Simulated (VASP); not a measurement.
# Sc12F (a cell with a defect) in VASP: single point with PBE

Aim: the single point of Sc12F (a cell with a defect) with PBE.

Everything below comes from runs of VASP 6.6.1. Logs are shortened: lines on timing, memory, paths and dates and some standing lists are left out, and cuts for length are marked.

## 1. The cell of the first run

The cell holds a defect, 13 atoms: a = 6.620 Å, b = 9.930 Å, c = 5.276 Å, α = 90.00°, β = 90.00°, γ = 120.00°.

## 2. Single point, PBE

Contents of INCAR:

```
PREC     = Accurate       # precision mode
ENCUT    = 520            # plane-wave cutoff, eV
EDIFF    = 1E-6           # SCF threshold, eV
ISMEAR   = -1             # smearing method
SIGMA    = 0.1            # smearing width, eV
LREAL    = False          # projectors in reciprocal space
LASPH    = True           # aspherical terms in the spheres
NELM     = 60             # most SCF steps
ALGO     = Normal         # electronic algorithm
ISIF     = 2              # what is computed and relaxed
LWAVE    = False          # write WAVECAR
LCHARG   = False          # write CHGCAR
GGA      = PE             # functional
NBANDS   = 82             # bands
```

Contents of KPOINTS:

```
Automatic mesh
0
Gamma
  4 3 4
```

Contents of POSCAR:

```
Sc12F
1.0
    6.6200000000      0.0000000000      0.0000000000
   -4.9650000000      8.5996320000      0.0000000000
    0.0000000000      0.0000000000      5.2761400000
Sc F
12 1
Direct
    0.0024079531      0.0008992245      0.0033643914
    0.1673012769      0.2220768284      0.4969472000
    0.0038903365      0.3279701969     -0.0098786234
    0.1797861265      0.5606165473      0.5055745299
    0.0052981262      0.6744293244     -0.0078748858
    0.1674635523      0.8884905773      0.5025241938
    0.4974062981     -0.0040512199      0.0032485870
    0.6590647970      0.2118390647      0.5052481549
    0.4903669090      0.3299349321     -0.0093043399
    0.6625082971      0.5612656449      0.5057725913
    0.5040714455      0.6704167109     -0.0003151925
    0.6674598056      0.8889629231      0.5075018858
    0.8354081036      0.4445749539      1.1673981358
```

Potentials or basis: VASP PAW PBE potentials, release 64 (Sc_sv, F).

Started as:

```sh
cat potpaw_PBE.64/Sc_sv/POTCAR potpaw_PBE.64/F/POTCAR > POTCAR
mpirun -np 1 vasp_std > vasp.out
```

OUTCAR:

```text
PREC = Accurate
   ENCUT = 520
   EDIFF = 1E-6
   ISMEAR = -1
   LREAL = False
   LASPH = True
   NELM = 60
   ISIF = 2
   GGA = PE

 ion  position               nearest neighbor table
   1  0.002  0.001  0.003-   2 3.22   3 3.24  12 3.25   9 3.25   5 3.25   6 3.26   6 3.26   2 3.28
                            12 3.28  11 3.29   7 3.30   7 3.32
   2  0.167  0.222  0.497-   3 3.19   9 3.20   1 3.22   3 3.25   9 3.25   1 3.28   8 3.31  12 3.31
                             6 3.31   8 3.32   4 3.32  10 3.32
   3  0.004  0.328  0.990-  13 2.18   2 3.19   9 3.21   8 3.23   1 3.24   4 3.25   2 3.25   7 3.33
                            11 3.36   8 3.36   4 3.38   9 3.41
   4  0.180  0.561  0.506-  13 2.66  10 3.19  11 3.20   5 3.24  12 3.24   3 3.25  11 3.25   6 3.30
                             2 3.32   5 3.35   3 3.38  10 3.43
   5  0.005  0.674  0.992-  13 2.18   6 3.17   7 3.23  10 3.23   4 3.24   1 3.25   6 3.26  11 3.30
                            11 3.32  10 3.35   4 3.35   9 3.41
   6  0.167  0.888  0.503-   5 3.17   8 3.23   7 3.24   7 3.25   1 3.26   5 3.26   1 3.26  10 3.30
                             4 3.30  12 3.31  12 3.31   2 3.31
   7  0.497  0.996  0.003-   8 3.22   5 3.23  12 3.23   8 3.23   6 3.24   6 3.25  11 3.25  12 3.27
                             1 3.30   1 3.32   3 3.33   9 3.34
   8  0.659  0.212  0.505-   7 3.22   6 3.23   3 3.23  12 3.23   7 3.23   9 3.24   2 3.31   2 3.32
                             3 3.36   9 3.36
   9  0.490  0.330  0.991-  13 2.19   2 3.20   3 3.21   8 3.24  10 3.24   1 3.25   2 3.25  11 3.34
                             7 3.34   8 3.36  10 3.37   3 3.41   5 3.41
  10  0.663  0.561  0.506-   4 3.19  11 3.19   5 3.23  12 3.24   9 3.24  11 3.25   6 3.30   2 3.32
                             5 3.35   9 3.37   4 3.43
  11  0.504  0.670  1.000-  10 3.19   4 3.20  12 3.21  10 3.25   4 3.25   7 3.25  12 3.27   1 3.29
                             5 3.30   5 3.32   9 3.34   3 3.36
  12  0.667  0.889  0.508-  11 3.21   7 3.23   8 3.23  10 3.24   4 3.24   1 3.25   7 3.27  11 3.27
                             1 3.28   6 3.31   2 3.31   6 3.31
  13  0.835  0.445  0.167-   3 2.18   5 2.18   9 2.19   4 2.66

  LATTYP: Found a simple monoclinic cell.
 ALAT       =     6.6200000000
 B/A-ratio  =     0.7970000000
 C/A-ratio  =     1.3228756170
 COS(beta)  =    -0.1889822420

  Lattice vectors:

 A1 = (   6.6200000000,   0.0000000000,   0.0000000000)
 A2 = (   0.0000000000,   0.0000000000,   5.2761400000)
 A3 = (  -1.6550000000,  -8.5996320000,   0.0000000000)

Analysis of symmetry for initial positions (statically):
=====================================================================
 Subroutine PRICEL returns:
 Original cell was already a primitive cell.

 Routine SETGRP: Setting up the symmetry group for a
 simple monoclinic supercell.

 Subroutine GETGRP returns: Found  1 space group operations
 (whereof  1 operations were pure point group operations)
 out of a pool of  4 trial point group operations.

The static configuration has the point symmetry C_1 .

Analysis of symmetry for dynamics (positions and initial velocities):
=====================================================================
 Subroutine PRICEL returns:
 Original cell was already a primitive cell.

 Routine SETGRP: Setting up the symmetry group for a
 simple monoclinic supercell.

 Subroutine GETGRP returns: Found  1 space group operations
 (whereof  1 operations were pure point group operations)
 out of a pool of  4 trial point group operations.

The dynamic configuration has the point symmetry C_1 .

 Subroutine INISYM returns: Found  1 space group operations
 (whereof  1 operations are pure point group operations),
 and found     1 'primitive' translations

----------------------------------------------------------------------------------------

                                     Primitive cell

  volume of cell :     300.3683

  direct lattice vectors                    reciprocal lattice vectors
     6.620000000  0.000000000  0.000000000     0.151057402  0.087213034  0.000000000
    -4.965000000  8.599632000  0.000000000     0.000000000  0.116284046  0.000000000
     0.000000000  0.000000000  5.276140000     0.000000000  0.000000000  0.189532499

  length of vectors
     6.620000000  9.929999775  5.276140000     0.174426065  0.116284046  0.189532499

[... 44 lines left out ...]
     0.000000000  0.000000000  0.047383125     0.000000000  0.000000000  0.250000000

  Length of vectors
     0.043606516  0.038761349  0.047383125

  Shift w.r.t. Gamma in fractional coordinates (k-lattice)
     0.000000000  0.000000000  0.000000000

 Subroutine IBZKPT returns following result:
 ===========================================

 Found     26 irreducible k-points:

 Following reciprocal coordinates:
            Coordinates               Weight
  0.000000  0.000000  0.000000      1.000000
  0.250000  0.000000  0.000000      2.000000
  0.500000  0.000000  0.000000      1.000000
  0.000000  0.333333  0.000000      2.000000
  0.250000  0.333333  0.000000      2.000000
  0.500000  0.333333  0.000000      2.000000
[... 16 lines left out ...]
  0.000000  0.333333  0.500000      2.000000
  0.250000  0.333333  0.500000      2.000000
 [... further k-points ...]
   k-points           NKPTS =     26   k-points in BZ     NKDIM =     26   number of bands    NBANDS=     82
   number of dos      NEDOS =    301   number of ions     NIONS =     13
   total plane-waves  NPLWV = 160000
   dimension x,y,z NGX =    50 NGY =   80 NGZ =   40
   dimension x,y,z NGXF=   100 NGYF=  160 NGZF=   80
   ions per type =              12   1
   NGX,Y,Z   is equivalent  to a cutoff of  12.56, 13.39, 12.60 a.u.
   NGXF,Y,Z  is equivalent  to a cutoff of  25.11, 26.79, 25.21 a.u.
 SYSTEM =  unknown system
   PREC   = accura    normal or accurate (medium, high low for compatibility)
   ISTART =      0    job   : 0-new  1-cont  2-samecut
   ICHARG =      2    charge: 1-file 2-atom 10-const
   ISPIN  =      1    spin polarized calculation?
   LNONCOLLINEAR =      F non collinear calculations
   LSORBIT =      F    spin-orbit coupling
   LASPH  =      T    aspherical Exc in radial PAW
   ENCUT  =  520.0 eV  38.22 Ry    6.18 a.u.  12.31 18.46  9.81*2*pi/ulx,y,z
   NELM   =     60;   NELMIN=  2; NELMDL= -5     # of ELM steps
   EDIFF  = 0.1E-05   stopping-criterion for ELM
   LREAL  =      F    real-space projection
   EDIFFG = 0.1E-04   stopping-criterion for IOM
   NSW    =      0    number of steps for IOM
   IBRION =     -1    ionic relax: 0-MD 1-quasi-New 2-CG
   NFREE  =      0    steps in history (QN), initial steepest desc. (CG)
   ISIF   =      2    stress and relaxation
   ISYM   =      2    0-nonsym 1-usesym 2-fastsym
   POTIM  = 0.5000    time-step for ionic-motion
   TEBEG  =    0.0;   TEEND  =   0.0 temperature during run
   PSTRESS=    0.0 pullay stress
   NELECT =     139.0000    total number of electrons
   NUPDOWN=      -1.0000    fix difference up-down
   EMIN   =  10.00;   EMAX   =-10.00  energy-range for DOS
   EFERMI =   0.00;   METHOD = LEGACY
   ISMEAR =    -1;   SIGMA  =   0.10  broadening in eV -4-tet -1-fermi 0-gaus
   EFERMI_NEDOS =   21; number of points for ismear=-14 and -15
   IALGO  =     38    algorithm
   IMIX   =      4    mixing-type and parameters
     AMIX     =   0.40;   BMIX     =  1.00
     AMIX_MAG =   1.60;   BMIX_MAG =  1.00
  volume/ion in A,a.u.               =      23.11       155.92
  Fermi-wavevector in a.u.,A,eV,Ry     =   1.266276  2.392915 21.816328  1.603455
  Thomas-Fermi vector in A             =   2.399485
   LORBIT       =      0    0 simple, 1 ext, 2 COOP (PROOUT), +10 PAW based schemes
   GGA     = PE    functional components
   LHFCALC =     F    Hartree Fock is set to
   AEXX    =    0.0000 exact exchange contribution
   IVDW    =     0    specifies the selected vdW correction
   LEPSILON=     F    determine dielectric tensor
   LRPA    =     F    only Hartree local field effects (RPA)
 non-spin polarized calculation
  energy-cutoff  :      520.00
  volume of cell :      300.37
 maximum number of plane-waves:      8108
 NGX is ok and might be reduce to    50
   NGX = 25   NGY = 37   NGZ = 19

 number of electron     139.0000004 magnetization

 Free energy of the ion-electron system (eV)
  ---------------------------------------------------
  ext. energy  EPLUGINS =         0.00000000
  ---------------------------------------------------
  free energy    TOTEN  =       -81.60075174 eV

  energy without entropy =      -80.89736252  energy(sigma->0) =      -81.24905713

 E-fermi :   3.8305     XC(G=0):  -9.9429

 val. band max:        3.8258874391   @ k =  -0.2500  -0.3333   0.2500
 cond. band min:       3.8316962547   @ k =   0.0000  -0.3333   0.2500
 fundamental gap:      0.0058088156
 Fermi energy:         3.8305309770

 k-point     1 :       0.0000    0.0000    0.0000
  band No.  band energies     occupation
      1     -45.7151      2.00000
      2     -45.6884      2.00000
      3     -45.6824      2.00000
      4     -45.6769      2.00000
      5     -45.6656      2.00000
      6     -45.6571      2.00000
[... 2005 lines left out ...]
     80       4.8169      0.00010
     81       4.8718      0.00006

 [... further k-points ...]

 [bands above 81 left out]

------------------------ aborting loop because EDIFF is reached ----------------------------------------

  FORCE on cell =-STRESS in cart. coord.  units (eV):
  Direction    XX          YY          ZZ          XY          YZ          ZX
  --------------------------------------------------------------------------------------
  -------------------------------------------------------------------------------------
  Total        2.0399857      1.9780507     -0.9427166     -0.0328841     -0.0761055     -0.0102551
  in kB       10.8813691     10.5510052     -5.0284899     -0.1754053     -0.4059497     -0.0547012
  external PRESSURE =       5.4679615 kB  Pullay stress =       0.0000000 kB

 VOLUME and BASIS-vectors are now :
 -----------------------------------------------------------------------------
  energy-cutoff  :      520.00
  volume of cell :      300.37
      direct lattice vectors                 reciprocal lattice vectors
     6.620000000  0.000000000  0.000000000     0.151057402  0.087213034  0.000000000
    -4.965000000  8.599632000  0.000000000     0.000000000  0.116284046  0.000000000
     0.000000000  0.000000000  5.276140000     0.000000000  0.000000000  0.189532499

 POSITION                                       TOTAL-FORCE (eV/Angst)
 -----------------------------------------------------------------------------------
      0.01148      0.00773      0.01775        -0.004091     -0.005092     -0.070221
      0.00492      1.90978      2.62196        -0.001937     -0.026335     -0.090007
     -1.60262      2.82042      5.22402        -0.043234      0.070424     -0.115927
     -1.59328      4.82110      2.66748        -0.072796     -0.056665     -0.062405
     -3.31347      5.79984      5.23459         0.008499     -0.093469     -0.113417
     -3.30275      7.64069      2.65139        -0.006377      0.034021     -0.068831
     -1.65206      8.56479      0.01714        -0.001892      0.017027     -0.062536
      3.31123      1.82174      2.66576         0.006303      0.118041     -0.059995
      1.60810      2.83732      5.22705         0.051867      0.042754     -0.116377
      1.59912      4.82668      2.66853         0.070710     -0.069141     -0.062261
      0.00833      5.76534      5.27448        -0.002077     -0.021157     -0.076148
      0.00488      7.64475      2.67765         0.001191      0.000538     -0.047673
      3.32309      3.82318      0.88322        -0.006166     -0.010948      0.945798
 -----------------------------------------------------------------------------------
    total drift:                                0.000627     -0.000100      0.000362

  FREE ENERGIE OF THE ION-ELECTRON SYSTEM (eV)
  ---------------------------------------------------
  free  energy   TOTEN  =       -81.6007517398 eV

  energy  without entropy=      -80.8973625203  energy(sigma->0) =      -81.24905713
```

Run time: 21 min. Hardware: 1 thread of Intel Xeon Platinum 8259CL at 2.50GHz (Skylake/Cascade Lake), shared host; peak memory 0.67 GiB.

Results:

| Quantity | Value |
| --- | --- |
| Free energy | -81.6008 eV |
| Pressure | 0.5 GPa |
| Largest force | 0.946 eV/Å |
| Band gap on the k mesh | zero (an odd number of electrons rules out a gap without spin polarisation) |

Forces on the atoms (eV/Å):
```
Sc  -0.004 -0.005 -0.070
Sc  -0.002 -0.026 -0.090
Sc  -0.043  0.070 -0.116
Sc  -0.073 -0.057 -0.062
Sc   0.008 -0.093 -0.113
Sc  -0.006  0.034 -0.069
Sc  -0.002  0.017 -0.063
Sc   0.006  0.118 -0.060
Sc   0.052  0.043 -0.116
Sc   0.071 -0.069 -0.062
Sc  -0.002 -0.021 -0.076
Sc   0.001  0.001 -0.048
F   -0.006 -0.011  0.946
```
